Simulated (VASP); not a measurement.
# ReSbC3 (P6/mmm) in VASP: a series of runs, part 2 of 2

VASP 6.6.1. Earlier steps stand in the parts before.

## (3) Relaxation of cell and atoms, PBE

This run uses another cell than the first one, of 18.27 Å³/atom.

INCAR reads:

```
PREC = Accurate
ENCUT = 600
EDIFF = 1E-6
ISMEAR = 0
SIGMA = 0.1
LREAL = False
LASPH = True
NELM = 100
ALGO = Normal
ISIF = 3
LWAVE = False
LCHARG = False
GGA = PE
IBRION = 2
NSW = 100
EDIFFG = -0.01
```

KPOINTS reads:

```
regular mesh
0
Gamma
  9 9 8
```

POSCAR reads:

```
ReSbC3
1.0
    4.5588083161      0.0000000000      0.0000000000
   -2.2794041581      3.9480438127      0.0000000000
    0.0000000000      0.0000000000      5.0767004703
Re Sb C
1 1 3
Direct
    0.0000000000      0.0000000000      0.5000000000
    0.0000000000      0.0000000000      0.0000000000
    0.5000000000      0.0000000000      0.0000000000
    0.0000000000      0.5000000000      0.0000000000
    0.5000000000      0.5000000000      0.0000000000
```

Potentials or basis: VASP PAW PBE potentials, release 64 (Re, Sb, C).

Launch:

```bash
cat potpaw_PBE.64/Re/POTCAR potpaw_PBE.64/Sb/POTCAR potpaw_PBE.64/C/POTCAR > POTCAR
mpirun -np 1 vasp_std > vasp.out
```

OUTCAR:

```text
PREC = Accurate
   ENCUT = 600
   EDIFF = 1E-6
   ISMEAR = 0
   LREAL = False
   LASPH = True
   NELM = 100
   ISIF = 3
   GGA = PE
   IBRION = 2
   NSW = 100
   EDIFFG = -0.01

 ion  position               nearest neighbor table
   1  0.000  0.000  0.500-   2 2.54   2 2.54
   2  0.000  0.000  0.000-   5 2.28   5 2.28   3 2.28   3 2.28   4 2.28   4 2.28   1 2.54   1 2.54

   3  0.500  0.000  0.000-   2 2.28   2 2.28
   4  0.000  0.500  0.000-   2 2.28   2 2.28
   5  0.500  0.500  0.000-   2 2.28   2 2.28

  LATTYP: Found a hexagonal cell.
 ALAT       =     4.5588083161
 C/A-ratio  =     1.1136025291

  Lattice vectors:

 A1 = (   4.5588083161,   0.0000000000,   0.0000000000)
 A2 = (  -2.2794041581,   3.9480438127,   0.0000000000)
 A3 = (   0.0000000000,   0.0000000000,   5.0767004703)

Analysis of symmetry for initial positions (statically):
=====================================================================
 Subroutine PRICEL returns:
 Original cell was already a primitive cell.

 Routine SETGRP: Setting up the symmetry group for a
 hexagonal supercell.

 Subroutine GETGRP returns: Found 24 space group operations
 (whereof 24 operations were pure point group operations)
 out of a pool of 24 trial point group operations.

The static configuration has the point symmetry D_6h.

Analysis of symmetry for dynamics (positions and initial velocities):
=====================================================================
 Subroutine PRICEL returns:
 Original cell was already a primitive cell.

 Routine SETGRP: Setting up the symmetry group for a
 hexagonal supercell.

 Subroutine GETGRP returns: Found 24 space group operations
 (whereof 24 operations were pure point group operations)
 out of a pool of 24 trial point group operations.

The dynamic configuration has the point symmetry D_6h.

 Subroutine INISYM returns: Found 24 space group operations
[... 131 lines left out ...]
   IVDW    =     0    specifies the selected vdW correction
   LEPSILON=     F    determine dielectric tensor
   LRPA    =     F    only Hartree local field effects (RPA)
 conjugate gradient relaxation of ions
 non-spin polarized calculation
 Gauss-broadening in eV      SIGMA  =   0.10
  energy-cutoff  :      600.00
  volume of cell :       91.37
 maximum number of plane-waves:      3072
   NGX = 19   NGY = 19   NGZ = 21

--------------------------------------- Ionic step        1  -------------------------------------------

 number of electron      23.9999999 magnetization

 Free energy of the ion-electron system (eV)
  ---------------------------------------------------
  ext. energy  EPLUGINS =         0.00000000
  ---------------------------------------------------
  free energy    TOTEN  =       -23.41761053 eV

  energy without entropy =      -23.38046105  energy(sigma->0) =      -23.39903579

------------------------ aborting loop because EDIFF is reached ----------------------------------------

  FORCE on cell =-STRESS in cart. coord.  units (eV):
  Direction    XX          YY          ZZ          XY          YZ          ZX
  --------------------------------------------------------------------------------------
  -------------------------------------------------------------------------------------
  Total       -0.3389431     -0.3389431      0.0644181      0.0000000      0.0000000      0.0000000
  in kB       -5.9432308     -5.9432308      1.1295446      0.0000000      0.0000000      0.0000000
  external PRESSURE =      -3.5856390 kB  Pullay stress =       0.0000000 kB
[... 65 lines left out ...]
--------------------------------------- Ionic step        3  -------------------------------------------

 number of electron      23.9999999 magnetization

 Free energy of the ion-electron system (eV)
  ---------------------------------------------------
  ext. energy  EPLUGINS =         0.00000000
  ---------------------------------------------------
  free energy    TOTEN  =       -23.41853711 eV

  energy without entropy =      -23.38200595  energy(sigma->0) =      -23.40027153

 E-fermi :   3.6841     XC(G=0):  -9.8029

 val. band max:        3.6823215596   @ k =   0.2222  -0.0000   0.1250
 cond. band min:       3.6902963055   @ k =   0.2222  -0.0000   0.5000
 fundamental gap:      0.0079747460
 Fermi energy:         3.6841239139

 k-point     1 :       0.0000    0.0000    0.0000
  band No.  band energies     occupation
      1     -11.1101      2.00000
      2      -3.5564      2.00000
      3      -3.5564      2.00000
      4      -2.7171      2.00000
      5      -2.7171      2.00000
      6      -2.1677      2.00000
[... 433 lines left out ...]
      3      -8.0126      2.00000
      4      -1.5555      2.00000
      5       0.6661      2.00000
      6       0.6661      2.00000
[... 8 lines left out ...]
     15       4.6744      0.00000
     16       5.6527      0.00000

 [... further k-points ...]

------------------------ aborting loop because EDIFF is reached ----------------------------------------

  FORCE on cell =-STRESS in cart. coord.  units (eV):
  Direction    XX          YY          ZZ          XY          YZ          ZX
  --------------------------------------------------------------------------------------
  -------------------------------------------------------------------------------------
  Total       -0.0002945     -0.0002945      0.0330511      0.0000000     -0.0000000      0.0000000
  in kB       -0.0051900     -0.0051900      0.5824024      0.0000000     -0.0000000      0.0000000
  external PRESSURE =       0.1906742 kB  Pullay stress =       0.0000000 kB
[... 20 lines left out ...]
  FREE ENERGIE OF THE ION-ELECTRON SYSTEM (eV)
  ---------------------------------------------------
  free  energy   TOTEN  =       -23.4185371136 eV

  energy  without entropy=      -23.3820059479  energy(sigma->0) =      -23.40027153

 reached required accuracy - stopping structural energy minimisation
```

CONTCAR:

```text
ReSbC3
   1.00000000000000
     4.5464040192606063    0.0000000000001571    0.0000000000000000
    -2.2732020096800314    3.9373013765211384   -0.0000000000000000
     0.0000000000000000    0.0000000000000000    5.0793257956644107
  Re              Sb              C
     1     1     3
Direct
     0.0000000000000000    1.0000000000000000    0.5000000000000000
     0.0000000000000000    1.0000000000000000    1.0000000000000000
     0.5000000000000000    1.0000000000000000    1.0000000000000000
     0.0000000000000000    0.5000000000000000    1.0000000000000000
     0.5000000000000000    0.5000000000000000    0.0000000000000000

  0.00000000E+00  0.00000000E+00  0.00000000E+00
  0.00000000E+00  0.00000000E+00  0.00000000E+00
  0.00000000E+00  0.00000000E+00  0.00000000E+00
  0.00000000E+00  0.00000000E+00  0.00000000E+00
  0.00000000E+00  0.00000000E+00  0.00000000E+00
```

Run time: 1.9 min. Hardware: 1 thread of Intel Xeon 6975P-C (Granite Rapids), shared host; peak memory 0.32 GiB.

Results:

```yaml
Free_energy: -23.4185 eV
Relaxed_volume: 18.18 Å³/atom
Relaxed_cell: a = 4.546 Å, b = 4.546 Å, c = 5.079 Å, α = 90.00°, β = 90.00°, γ = 120.00°
Space_group_after_relaxing_to_0.1_Å: P6/mmm (No. 191)
Energy_gained_by_relaxing: 0.2 meV/atom
Ionic_steps: 3
Pressure_after_relaxing: 0.0 GPa
Band_gap_on_the_k_mesh: zero (bands 12 and 13 overlap by 0.61 eV)
```

Step by step:
```
step  energy change (eV)  largest force (eV/Å)  pressure (GPa)  volume (Å³)
   1              0.0000                0.0000           -0.36        91.37
   2             -0.0009                0.0000            0.10        90.83
   3             -0.0009                0.0000            0.02        90.92
```

Final structure:
```
Re Sb C
1.0
     4.54640    0.00000    0.00000
    -2.27320    3.93730    0.00000
     0.00000    0.00000    5.07933
Re Sb C
1 1 3
Direct
  0.00000 0.00000 0.50000
  0.00000 0.00000 0.00000
  0.50000 0.00000 0.00000
  0.00000 0.50000 0.00000
  0.50000 0.50000 0.00000
```

Levels at points of the mesh, in eV from the Fermi level:
| k point | band 10 | band 11 | band 12 | band 13 | band 14 | band 15 |
| --- | --- | --- | --- | --- | --- | --- |
| (0.00, 0.00, 0.00) | -0.53 | -0.53 | -0.07 | -0.07 | 0.94 | 0.94 |
| (0.00, 0.00, 0.50) | -0.68 | -0.68 | 0.03 | 0.03 | 1.00 | 1.62 |

Caveat: spin-orbit coupling is left out, which moves the levels of the heavy elements.

## (4) Single point, PBE

This run uses another cell than the first one, of 19.36 Å³/atom.

INCAR reads:

```
SYSTEM = ReSbC3
ALGO = Normal
EDIFF = 1E-6
ENCUT = 520
GGA = PE
ISIF = 2
ISMEAR = 0
LASPH = .True.
LCHARG = .False.
LREAL = .False.
LWAVE = .False.
NBANDS = 20
NELM = 100
PREC = Accurate
SIGMA = 0.1
```

KPOINTS reads:

```
k-points
0
Gamma
  6 6 4
  0 0 0
```

Changes to POSCAR since step 3:

```diff
@@ -2,5 +2,5 @@
 1.0
-    4.5588083161      0.0000000000      0.0000000000
-   -2.2794041581      3.9480438127      0.0000000000
-    0.0000000000      0.0000000000      5.0767004703
+    4.9155517600      0.0000000000      0.0000000000
+   -2.4577758800      4.2569927000      0.0000000000
+    0.0000000000      0.0000000000      4.6250391100
 Re Sb C
```

Potentials or basis: VASP PAW PBE potentials, release 64 (Re, Sb, C).

Launch:

```bash
cat potpaw_PBE.64/Re/POTCAR potpaw_PBE.64/Sb/POTCAR potpaw_PBE.64/C/POTCAR > POTCAR
mpirun -np 1 vasp_std > vasp.out
```

OUTCAR:

```text
SYSTEM = ReSbC3
   EDIFF = 1E-6
   ENCUT = 520
   GGA = PE
   ISIF = 2
   ISMEAR = 0
   LASPH = .True.
   LREAL = .False.
   NELM = 100
   PREC = Accurate

 ion  position               nearest neighbor table
   1  0.000  0.000  0.500-   2 2.31   2 2.31
   2  0.000  0.000  0.000-   1 2.31   1 2.31   3 2.46   3 2.46   4 2.46   4 2.46   5 2.46   5 2.46

   3  0.500  0.000  0.000-   2 2.46   2 2.46
[... 683 lines left out ...]
  Direction    XX          YY          ZZ          XY          YZ          ZX
  --------------------------------------------------------------------------------------
  -------------------------------------------------------------------------------------
  Total       -6.8942212     -6.8942212     19.5367450      0.0000000     -0.0000000      0.0000000
  in kB     -114.1314159   -114.1314161    323.4239683      0.0000000     -0.0000000      0.0000000
  external PRESSURE =      31.7203788 kB  Pullay stress =       0.0000000 kB

 VOLUME and BASIS-vectors are now :
 -----------------------------------------------------------------------------
  energy-cutoff  :      520.00
  volume of cell :       96.78
      direct lattice vectors                 reciprocal lattice vectors
     4.915551760  0.000000000  0.000000000     0.203435962  0.117453807  0.000000000
    -2.457775880  4.256992700  0.000000000     0.000000000  0.234907614  0.000000000
     0.000000000  0.000000000  4.625039110     0.000000000  0.000000000  0.216214388

 POSITION                                       TOTAL-FORCE (eV/Angst)
 -----------------------------------------------------------------------------------
      0.00000      0.00000      2.31252        -0.000000      0.000000      0.000000
      0.00000      0.00000      0.00000        -0.000000      0.000000      0.000000
      2.45778      0.00000      0.00000        -0.000000      0.000000      0.000000
     -1.22889      2.12850      0.00000        -0.000000      0.000000      0.000000
      1.22889      2.12850      0.00000         0.000000      0.000000      0.000000
 -----------------------------------------------------------------------------------
    total drift:                               -0.000000      0.000000     -0.000000

  FREE ENERGIE OF THE ION-ELECTRON SYSTEM (eV)
  ---------------------------------------------------
  free  energy   TOTEN  =       -22.0693772597 eV

  energy  without entropy=      -22.0425961658  energy(sigma->0) =      -22.05598671
```

OSZICAR:

```text
N       E                     dE             d eps       ncg     rms          rms(c)
DAV:   1     0.843150478889E+02    0.84315E+02   -0.99957E+03  1304   0.109E+03
DAV:   2    -0.159342130407E+02   -0.10025E+03   -0.95881E+02  1392   0.227E+02
DAV:   3    -0.238659898299E+02   -0.79318E+01   -0.74060E+01  1376   0.593E+01
DAV:   4    -0.242428765653E+02   -0.37689E+00   -0.35712E+00  1472   0.103E+01
DAV:   5    -0.242551225249E+02   -0.12246E-01   -0.12102E-01  1384   0.172E+00    0.188E+01
DAV:   6    -0.340078974250E+02   -0.97528E+01   -0.12919E+02  1584   0.947E+01    0.187E+01
DAV:   7    -0.220778238606E+02    0.11930E+02   -0.26497E+01  1532   0.902E+01    0.720E+00
DAV:   8    -0.223543431324E+02   -0.27652E+00   -0.43932E+00  1512   0.150E+01    0.488E+00
DAV:   9    -0.220855573360E+02    0.26879E+00   -0.25519E+00  1544   0.115E+01    0.121E+00
DAV:  10    -0.220779123808E+02    0.76450E-02   -0.44923E-02  1272   0.126E+00    0.845E-01
DAV:  11    -0.220719306512E+02    0.59817E-02   -0.92184E-03  1552   0.557E-01    0.445E-01
DAV:  12    -0.220695599437E+02    0.23707E-02   -0.89528E-03  1496   0.465E-01    0.147E-01
DAV:  13    -0.220697391967E+02   -0.17925E-03   -0.13851E-03  1384   0.367E-01    0.165E-01
DAV:  14    -0.220694228652E+02    0.31633E-03   -0.81290E-04  1472   0.149E-01    0.650E-02
DAV:  15    -0.220693765066E+02    0.46359E-04   -0.36439E-04  1560   0.808E-02    0.105E-02
DAV:  16    -0.220693772597E+02   -0.75306E-06   -0.76789E-06  1128   0.167E-02
   1 F= -.22069377E+02 E0= -.22055987E+02  d E =-.267811E-01
```

stdout:

```text
POSCAR found type information on POSCAR ReSbC
 POSCAR found :  3 types and       5 ions
 scaLAPACK will be used
 LDA part: xc-table for (Slater+PW92), standard interpolation
 POSCAR, INCAR and KPOINTS ok, starting setup
 FFT: planning ... GRIDC
 FFT: planning ... GRID_SOFT
 FFT: planning ... GRID
 WAVECAR not read
 entering main loop
```

Wall time 31 s (1 thread of Intel Xeon 6975P-C (Granite Rapids), shared host); peak memory 0.24 GiB.

Results:

* Free energy: -22.0694 eV
* Pressure: 3.2 GPa
* Band gap on the k mesh: zero (bands 12 and 13 overlap by 0.56 eV)

Caveat: the cell stands under pressure; spin-orbit coupling is left out, which moves the levels of the heavy elements.

## (5) Overview

| task | cell | k mesh | cutoff (eV) | gap on the mesh (eV) | pressure (GPa) |
| --- | --- | --- | --- | --- | --- |
| single point | a = 4.541, b = 4.541, c = 5.087 Å, angles 90.0, 90.0, 120.0°, 5 atoms | 9 × 9 × 8 | 520 | none | 0.1 |
| relaxation of cell and atoms | relaxed from a = 4.559, b = 4.559, c = 5.077 Å, angles 90.0, 90.0, 120.0°, 5 atoms | 9 × 9 × 8 | 600 | none | 0.0 |
| single point | a = 4.916, b = 4.916, c = 4.625 Å, angles 90.0, 90.0, 120.0°, 5 atoms | 6 × 6 × 4 | 520 | none | 3.2 |

Alike in all rows: level PBE; potentials or basis VASP PAW PBE potentials, release 64 (Re, Sb, C); no spin polarisation; smearing gaussian 0.1 eV.

Caveats: spin-orbit coupling is left out, which moves the levels of the heavy elements; the cell stands under pressure (at least some runs).

Absolute energies hang on the potentials; compare differences alone.
